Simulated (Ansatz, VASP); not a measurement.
# LiH in VASP and in Ansatz

```xyz
2
Lattice="0.0000 2.0325 2.0325 2.0325 0.0000 2.0325 2.0325 2.0325 0.0000" Properties=species:S:1:pos:R:3 pbc="T T T"
Li    0.0000    0.0000    0.0000
H     2.0469    2.0469    2.0469
```

Change from the starting cell: all H atoms moved +0.025 Å, as atom 2 along Cartesian [1 1 1].

Alike in both runs: task single point; functional LDA; k mesh 10 × 10 × 10; occupations gaussian, width 0.05 eV; no spin polarisation.

|  | VASP | Ansatz |
| --- | --- | --- |
| version | VASP 6.6.1 | Ansatz 0.2.0 |
| potentials or method | VASP PAW LDA potentials, release 64 (Li_sv, H), cutoff 520 eV | scalar-relativistic, plane waves, PAW |
| valence electrons in the cell | 4 | 4 |

```tsv
	VASP	Ansatz	Ansatz less VASP
gap on the k mesh at the Fermi level (eV)	2.65	2.65	+0.008
least direct gap on the mesh (eV)	2.65	2.65	+0.008
rms of the force components (eV/Å)	0.013	0.013	0.0000
```

LDA's correlation is that of Perdew and Zunger in VASP and of Perdew and Wang (1992) in Ansatz. Atom by atom the forces differ by 0.000 eV/Å (rms over components).

Noted on VASP's run: the cutoff is under 1.25 times that of the potentials, so the pressure is a little rough.
